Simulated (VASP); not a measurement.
Set up this calculation in VASP 6.6.1, as the native input.

```
Task                   : relaxation of cell and atoms
Functional             : PBE
Potentials or basis    : VASP PAW PBE potentials, release 64 (Ga_d, Si)
Cutoff                 : 600 eV
k mesh                 : 6 × 6 × 6
Occupations            : gaussian, width 0.1 eV
Spin                   : no spin polarisation
Dipole correction      : no
Further INCAR settings : ALGO = Normal; EDIFF = 1e-07; IBRION = 2; EDIFFG = -0.04; NSW = 90; ISIF = 3
```

The structure of Ga2Si3 lies in POSCAR:

```
Ga2Si3
1.0
    2.9539824369      1.7054825551      5.3766916364
   -2.9539824369      1.7054825551      5.3766916364
    0.0000000000     -3.4109651103      5.3766916364
Ga Si
4 6
Direct
    0.8521800000      0.8521800000      0.8521800000
    0.6478200000      0.6478200000      0.6478200000
    0.1478200000      0.1478200000      0.1478200000
    0.3521800000      0.3521800000      0.3521800000
    0.0562500000      0.4437500000      0.7500000000
    0.7500000000      0.0562500000      0.4437500000
    0.4437500000      0.7500000000      0.0562500000
    0.9437500000      0.5562500000      0.2500000000
    0.2500000000      0.9437500000      0.5562500000
    0.5562500000      0.2500000000      0.9437500000
```

The input as run:

INCAR

```
  PREC = Accurate
  ENCUT = 600
  EDIFF = 1E-7
  ISMEAR = 0
  SIGMA = 0.1
  LREAL = F
  LASPH = T
  NELM = 100
  ALGO = Normal
  ISIF = 3
  LWAVE = F
  LCHARG = F
  GGA = PE
  IBRION = 2
  NSW = 90
  EDIFFG = -0.04
  LUSENCCL = F
```

KPOINTS

```
Automatic mesh
0
Gamma
  6 6 6
```

Potentials or basis: VASP PAW PBE potentials, release 64 (Ga_d, Si).

Command:

```sh
$ cat potpaw_PBE.64/Ga_d/POTCAR potpaw_PBE.64/Si/POTCAR > POTCAR
$ mpirun -np 1 vasp_std > vasp.out
```

Results of the run:

| Property | Result |
| --- | --- |
| Relaxed volume | 18.15 Å³/atom |
| Relaxed cell | a = 6.322 Å, b = 6.322 Å, c = 6.322 Å, α = 60.72°, β = 60.72°, γ = 60.72° |
| Space group after relaxing (to 0.1 Å) | R-3c (No. 167) |
| Energy gained by relaxing | 387.7 meV/atom |
| Ionic steps | 25 |
| Pressure after relaxing | 0.0 GPa |
| Largest force after relaxing | 0.040 eV/Å |
| Band gap on the k mesh | zero (bands 38 and 39 overlap by 1.70 eV) |

Wall time 36 min on 1 × NVIDIA H100 80GB with 1 thread of AMD EPYC 7R13 Processor (Zen 3), on a shared host, peak memory 1.5 GiB.
